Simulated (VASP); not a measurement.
# BN (P1) in VASP: single point with r2SCAN

Aim: the single point of BN with r2SCAN.

Everything below comes from runs of VASP 6.6.1. Logs are shortened: lines on timing, memory, paths and dates and some standing lists are left out, and cuts for length are marked.

### 1 The cell of the first run

The typed cell holds 2 atoms: a = 4.112 Å, b = 2.502 Å, c = 3.713 Å, α = 80.29°, β = 36.85°, γ = 62.86°.

### 2 Single point, r2SCAN (atom 2 (N) moved by (-0.600, -0.600) A along [1 1 0] and z)

Contents of POSCAR:

```
BN
1.0
    0.0000000000      3.4953158300      2.1660912400
    1.2516321000      0.0000000000      2.1660912400
    1.2516321000      3.4953158300      0.0000000000
B N
1 1
Direct
    0.0000486500      0.0000486500      0.9999513500
    0.6369469774      0.4193590604      0.2416722692
```

Contents of INCAR.step1:

```
PREC = Accurate
ENCUT = 520
ISMEAR = 0
SIGMA = 0.05
LREAL = F
LASPH = T
NELM = 60
NBANDS = 11
GGA = PE
ALGO = Normal
EDIFF = 1E-4
LWAVE = T
LCHARG = F
```

Contents of INCAR.step2:

```
PREC = Accurate
ENCUT = 520
EDIFF = 1E-7
ISMEAR = 0
SIGMA = 0.05
LREAL = F
LASPH = T
NELM = 60
ALGO = Normal
ISIF = 2
LWAVE = F
LCHARG = F
METAGGA = R2SCAN
LMIXTAU = T
NBANDS = 11
ISTART = 1
```

Contents of KPOINTS:

```
regular mesh
0
Gamma
  12 12 12
```

Potentials or basis: VASP PAW PBE potentials, release 64 (B, N).

Launch:

```
cat potpaw_PBE.64/B/POTCAR potpaw_PBE.64/N/POTCAR > POTCAR
cp INCAR.step1 INCAR
mpirun -np 1 vasp_std > vasp.out
cp INCAR.step2 INCAR
mpirun -np 1 vasp_std > vasp.out
```

OUTCAR:

```text
PREC = Accurate
   ENCUT = 520
   EDIFF = 1E-7
   ISMEAR = 0
   LREAL = F
   LASPH = T
   NELM = 60
   ISIF = 2
   METAGGA = R2SCAN
   ISTART = 1

 ion  position               nearest neighbor table
   1  0.000  0.000  1.000-   2 0.94   2 1.73
   2  0.637  0.419  0.242-   1 0.94   1 1.73

 -----------------------------------------------------------------------------
|                                                                             |
|           W    W    AA    RRRRR   N    N  II  N    N   GGGG   !!!           |
|           W    W   A  A   R    R  NN   N  II  NN   N  G    G  !!!           |
|           W    W  A    A  R    R  N N  N  II  N N  N  G       !!!           |
|           W WW W  AAAAAA  RRRRR   N  N N  II  N  N N  G  GGG   !            |
|           WW  WW  A    A  R   R   N   NN  II  N   NN  G    G                |
|           W    W  A    A  R    R  N    N  II  N    N   GGGG   !!!           |
|                                                                             |
|     The distance between some ions is very small. Please check the          |
|     nearest-neighbor list in the OUTCAR file.                               |
|     I HOPE YOU KNOW WHAT YOU ARE DOING!                                     |
|                                                                             |
 -----------------------------------------------------------------------------

  LATTYP: Found a face centered orthorhombic cell.
 ALAT       =     2.5032642000
 B/A-ratio  =     1.7306133647
 C/A-ratio  =     2.7926064137

  Lattice vectors:

 A1 = (   0.0000000000,   3.4953158300,   2.1660912400)
 A2 = (  -1.2516321000,   3.4953158300,   0.0000000000)
 A3 = (  -1.2516321000,   0.0000000000,   2.1660912400)

Analysis of symmetry for initial positions (statically):
=====================================================================
 Subroutine PRICEL returns:
 Original cell was already a primitive cell.

 Routine SETGRP: Setting up the symmetry group for a
 face centered orthorhombic supercell.

 Subroutine GETGRP returns: Found  1 space group operations
 (whereof  1 operations were pure point group operations)
 out of a pool of  8 trial point group operations.

The static configuration has the point symmetry C_1 .

Analysis of symmetry for dynamics (positions and initial velocities):
=====================================================================
 Subroutine PRICEL returns:
 Original cell was already a primitive cell.

 Routine SETGRP: Setting up the symmetry group for a
 face centered orthorhombic supercell.

 Subroutine GETGRP returns: Found  1 space group operations
 (whereof  1 operations were pure point group operations)
 out of a pool of  8 trial point group operations.

The dynamic configuration has the point symmetry C_1 .

 Subroutine INISYM returns: Found  1 space group operations
 (whereof  1 operations are pure point group operations),
 and found     1 'primitive' translations

----------------------------------------------------------------------------------------

                                     Primitive cell

  volume of cell :      18.9526

  direct lattice vectors                    reciprocal lattice vectors
     0.000000000  3.495315830  2.166091240    -0.399478409  0.143048590  0.230830535
     1.251632100  0.000000000  2.166091240     0.399478409 -0.143048590  0.230830535
     1.251632100  3.495315830  0.000000000     0.399478409  0.143048590 -0.230830535

  length of vectors
     4.112077822  2.501706252  3.712656147     0.483041027  0.483041027  0.483041027

  position of ions in fractional coordinates (direct lattice)
     0.000048650  0.000048650  0.999951350
     0.636946977  0.419359060  0.241672269

  ion indices of the primitive-cell ions
   primitive index   ion index
                 1           1
                 2           2

----------------------------------------------------------------------------------------

 KPOINTS: regular mesh

Automatic generation of k-mesh.
 Grid dimensions read from file:
 generate k-points for:   12   12   12

 Generating k-lattice:

  Cartesian coordinates                     Fractional coordinates (reciprocal lattice)
    -0.033289867  0.011920716  0.019235878     0.083333333  0.000000000  0.000000000
     0.033289867 -0.011920716  0.019235878     0.000000000  0.083333333  0.000000000
     0.033289867  0.011920716 -0.019235878     0.000000000  0.000000000  0.083333333

  Length of vectors
     0.040253419  0.040253419  0.040253419

  Shift w.r.t. Gamma in fractional coordinates (k-lattice)
     0.000000000  0.000000000  0.000000000

 Subroutine IBZKPT returns following result:
 ===========================================

 Found    868 irreducible k-points:

 Following reciprocal coordinates:
            Coordinates               Weight
  0.000000  0.000000  0.000000      1.000000
  0.083333  0.000000 -0.000000      2.000000
 -0.083333 -0.083333 -0.083333      2.000000
  0.000000  0.083333  0.000000      2.000000
 -0.000000 -0.000000  0.083333      2.000000
  0.166667  0.000000 -0.000000      2.000000
[... 16 lines left out ...]
  0.500000  0.500000  0.500000      1.000000
  0.000000  0.500000  0.000000      1.000000
 [... further k-points ...]
   k-points           NKPTS =    868   k-points in BZ     NKDIM =    868   number of bands    NBANDS=     11
   number of dos      NEDOS =    301   number of ions     NIONS =      2
   total plane-waves  NPLWV =  17920
   dimension x,y,z NGX =    32 NGY =   20 NGZ =   28
   dimension x,y,z NGXF=    64 NGYF=   40 NGZF=   56
   ions per type =               1   1
   NGX,Y,Z   is equivalent  to a cutoff of  12.94, 13.29, 12.54 a.u.
   NGXF,Y,Z  is equivalent  to a cutoff of  25.87, 26.58, 25.08 a.u.
 SYSTEM =  unknown system
   PREC   = accura    normal or accurate (medium, high low for compatibility)
   ISTART =      1    job   : 0-new  1-cont  2-samecut
   ICHARG =      0    charge: 1-file 2-atom 10-const
   ISPIN  =      1    spin polarized calculation?
   LNONCOLLINEAR =      F non collinear calculations
   LSORBIT =      F    spin-orbit coupling
   LASPH  =      T    aspherical Exc in radial PAW
   ENCUT  =  520.0 eV  38.22 Ry    6.18 a.u.   7.65  4.65  6.90*2*pi/ulx,y,z
   NELM   =     60;   NELMIN=  2; NELMDL=  0     # of ELM steps
   EDIFF  = 0.1E-06   stopping-criterion for ELM
   LREAL  =      F    real-space projection
   EDIFFG = 0.1E-05   stopping-criterion for IOM
   NSW    =      0    number of steps for IOM
   IBRION =     -1    ionic relax: 0-MD 1-quasi-New 2-CG
   NFREE  =      0    steps in history (QN), initial steepest desc. (CG)
   ISIF   =      2    stress and relaxation
   ISYM   =      2    0-nonsym 1-usesym 2-fastsym
   POTIM  = 0.5000    time-step for ionic-motion
   TEBEG  =    0.0;   TEEND  =   0.0 temperature during run
   PSTRESS=    0.0 pullay stress
   NELECT =       8.0000    total number of electrons
   NUPDOWN=      -1.0000    fix difference up-down
   EMIN   =  10.00;   EMAX   =-10.00  energy-range for DOS
   EFERMI =   0.00;   METHOD = LEGACY
   ISMEAR =     0;   SIGMA  =   0.05  broadening in eV -4-tet -1-fermi 0-gaus
   EFERMI_NEDOS =   21; number of points for ismear=-14 and -15
   IALGO  =     38    algorithm
   IMIX   =      4    mixing-type and parameters
     AMIX     =   0.40;   BMIX     =  1.00
     AMIX_MAG =   1.60;   BMIX_MAG =  1.00
  volume/ion in A,a.u.               =       9.48        63.95
  Fermi-wavevector in a.u.,A,eV,Ry     =   1.228047  2.320672 20.518928  1.508099
  Thomas-Fermi vector in A             =   2.362987
   LORBIT       =      0    0 simple, 1 ext, 2 COOP (PROOUT), +10 PAW based schemes
   METAGGA = R2SCAN    functional components
   LHFCALC =     F    Hartree Fock is set to
   AEXX    =    0.0000 exact exchange contribution
   IVDW    =     0    specifies the selected vdW correction
   LEPSILON=     F    determine dielectric tensor
   LRPA    =     F    only Hartree local field effects (RPA)
 non-spin polarized calculation
 Gauss-broadening in eV      SIGMA  =   0.05
  energy-cutoff  :      520.00
  volume of cell :       18.95
 maximum number of plane-waves:       529
   NGX = 15   NGY =  9   NGZ = 13

 number of electron       8.0000000 magnetization

 Free energy of the ion-electron system (eV)
  ---------------------------------------------------
  ext. energy  EPLUGINS =         0.00000000
  ---------------------------------------------------
  free energy    TOTEN  =        -5.85575880 eV

  energy without entropy =       -5.85575880  energy(sigma->0) =       -5.85575880

 E-fermi :   1.9983     XC(G=0): -10.2626

 val. band max:        1.7403690622   @ k =   0.5000   0.0000   0.5000
 cond. band min:       4.0589980841   @ k =   0.5000   0.5000   0.5000
 fundamental gap:      2.3186290219
 Fermi energy:         1.9982988406

 k-point     1 :       0.0000    0.0000    0.0000
  band No.  band energies     occupation
      1     -16.9685      2.00000
      2      -3.5601      2.00000
      3      -2.7154      2.00000
      4       1.7161      2.00000
      5       4.9362      0.00000
      6      11.2143      0.00000
      7      15.5373      0.00000
      8      18.7040      0.00000
      9      23.4883      0.00000
     10      26.4892      0.00000
     11      27.7431      0.00000

 k-point     2 :       0.0833    0.0000   -0.0000
  band No.  band energies     occupation
      1     -16.8563      2.00000
      2      -3.6123      2.00000
      3      -2.7679      2.00000
      4       1.6181      2.00000
      5       5.0505      0.00000
      6      11.2577      0.00000
      7      14.8189      0.00000
      8      18.3933      0.00000
      9      24.0557      0.00000
     10      27.0642      0.00000
     11      27.7041      0.00000
[... 295 lines left out ...]
 k-point    24 :       0.0000    0.5000    0.0000
  band No.  band energies     occupation
      1     -14.9138      2.00000
      2      -6.4152      2.00000
      3      -1.2484      2.00000
      4      -0.3347      2.00000
      5       5.5921      0.00000
      6      10.0622      0.00000
      7      13.9797      0.00000
      8      18.7861      0.00000
      9      20.2186      0.00000
     10      23.9392      0.00000
     11      25.3802      0.00000

 [... further k-points ...]
[... 5 lines left out ...]
  --------------------------------------------------------------------------------------
  -------------------------------------------------------------------------------------
  Total       47.8586712     10.1769172      7.7882714    -28.2922991     -3.7179003      7.5970944
  in kB     4045.7715923    860.3139543    658.3878414  -2391.7124516   -314.2957159    642.2265371
  external PRESSURE =    1854.8244627 kB  Pullay stress =       0.0000000 kB

 VOLUME and BASIS-vectors are now :
 -----------------------------------------------------------------------------
  energy-cutoff  :      520.00
  volume of cell :       18.95
      direct lattice vectors                 reciprocal lattice vectors
     0.000000000  3.495315830  2.166091240    -0.399478409  0.143048590  0.230830535
     1.251632100  0.000000000  2.166091240     0.399478409 -0.143048590  0.230830535
     1.251632100  3.495315830  0.000000000     0.399478409  0.143048590 -0.230830535

 POSITION                                       TOTAL-FORCE (eV/Angst)
 -----------------------------------------------------------------------------------
      1.25163      3.49532      0.00021       -66.754597     25.614844     -8.708886
      0.82737      3.07105      2.28806        66.754597    -25.614844      8.708886
 -----------------------------------------------------------------------------------
    total drift:                               -0.000318      0.000013     -0.000218

  FREE ENERGIE OF THE ION-ELECTRON SYSTEM (eV)
  ---------------------------------------------------
  free  energy   TOTEN  =        -5.8557587969 eV

  energy  without entropy=       -5.8557587969  energy(sigma->0) =       -5.85575880
```

Run time: 22 min. Hardware: 1 thread of AMD EPYC 7R13, shared host; peak memory 0.26 GiB.

What came out:

| Property | Result |
| --- | --- |
| Free energy | -5.8558 eV |
| Pressure | 185.5 GPa |
| Largest force | 72.029 eV/Å |
| Band gap on the k mesh | 2.32 eV (least direct gap 3.22 eV) |

Forces in eV/Å, atoms in the order of the input:
```
B   -66.755  25.615  -8.709
N    66.755 -25.615   8.709
```

Stress tensor (GPa, compression positive):
```
 404.58 -239.17   64.22
-239.17   86.03  -31.43
  64.22  -31.43   65.84
```

Levels at points of the mesh, in eV from the valence-band top:
| k point | band 1 | band 2 | band 3 | band 4 | band 5 | band 6 | band 7 | band 8 | band 9 |
| --- | --- | --- | --- | --- | --- | --- | --- | --- | --- |
| (0.00, 0.00, 0.00) | -18.71 | -5.30 | -4.46 | -0.02 | 3.20 | 9.47 | 13.80 | 16.96 | 21.75 |
| (0.50, 0.00, 0.00) | -16.53 | -8.28 | -3.09 | -1.10 | 3.59 | 6.34 | 12.13 | 16.88 | 18.78 |
| (0.50, 0.50, 0.50) | -16.64 | -8.24 | -2.61 | -2.00 | 2.32 | 9.53 | 13.21 | 16.62 | 19.41 |
| (0.00, 0.50, 0.00) | -16.65 | -8.16 | -2.99 | -2.08 | 3.85 | 8.32 | 12.24 | 17.05 | 18.48 |
| (0.00, 0.00, 0.50) | -16.51 | -8.37 | -2.64 | -1.22 | 2.49 | 6.72 | 13.21 | 17.53 | 18.91 |
| (0.50, 0.50, 0.00) | -15.91 | -8.48 | -4.33 | -2.89 | 6.03 | 9.27 | 10.81 | 14.05 | 18.71 |
| (0.50, 0.00, 0.50) | -18.52 | -7.07 | -4.17 | 0.00 | 5.89 | 11.62 | 13.28 | 14.06 | 22.96 |
| (0.00, 0.50, 0.50) | -15.82 | -8.27 | -4.20 | -3.86 | 6.34 | 6.77 | 11.88 | 18.45 | 19.61 |

Caveat: the cell differs from its parent crystal (atom 2 (N) moved by (-0.600, -0.600) A along [1 1 0] and z); atoms lie so close that the PAW spheres overlap strongly, which falsifies energies and pressures; the cell stands under pressure; the PAW data sets were made with another functional, which shifts forces and pressure a little.
